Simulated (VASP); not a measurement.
Input of a VASP 6.6.1 run:

Contents of INCAR:

```
SYSTEM = NbN
  PREC = Accurate
  ENCUT = 520
  EDIFF = 1E-7
  ISMEAR = -1
  SIGMA = 0.05
  LREAL = .False.
  LASPH = .True.
  NELM = 120
  ALGO = Normal
  ISIF = 2
  LWAVE = .False.
  LCHARG = .False.
  LDIPOL = .True.
  IDIPOL = 3
  DIPOL = 0.5 0.5 0.500
  GGA = CA
  IBRION = 2
  NSW = 32
  EDIFFG = -0.01
  GGA_COMPAT = .False.
  NELMIN = 4
  NELMDL = -8
```

The input KPOINTS:

```
regular mesh
0
Gamma
  11 11 1
  0 0 0
```

POSCAR

```
NbN
1.0
    3.0798703058      0.0000000000      0.0000000000
    0.0000000000      3.0798703058      0.0000000000
    0.0000000000      0.0000000000     20.3556000000
Nb N
3 3
Direct
    0.2500000000      0.2500000000      0.3987011679
    0.7500000000      0.7500000000      0.5000000026
    0.2500000000      0.2500000000      0.6012988297
    0.7500000000      0.7500000000      0.3880374098
    0.2500000000      0.2500000000      0.4999999972
    0.7500000000      0.7500000000      0.6119625927
```

Potentials or basis: VASP PAW LDA potentials, release 64 (Nb_sv, N).

Run with:

```sh
$ cat potpaw_LDA.64/Nb_sv/POTCAR potpaw_LDA.64/N/POTCAR > POTCAR
$ mpirun -np 1 vasp_std > vasp.out
```

Task: Estimate the band gap on the k mesh.

Result: Zero (bands 27 and 28 overlap by 2.15 eV).

Forces in eV/Å, atoms in the order of the input:
```
Nb   0.000  0.000 -0.004
Nb   0.000  0.000  0.000
Nb   0.000  0.000  0.004
N    0.000  0.000 -0.009
N    0.000  0.000  0.000
N    0.000  0.000  0.009
```

Caveat: the relaxation stopped at its first step, so nothing moved.
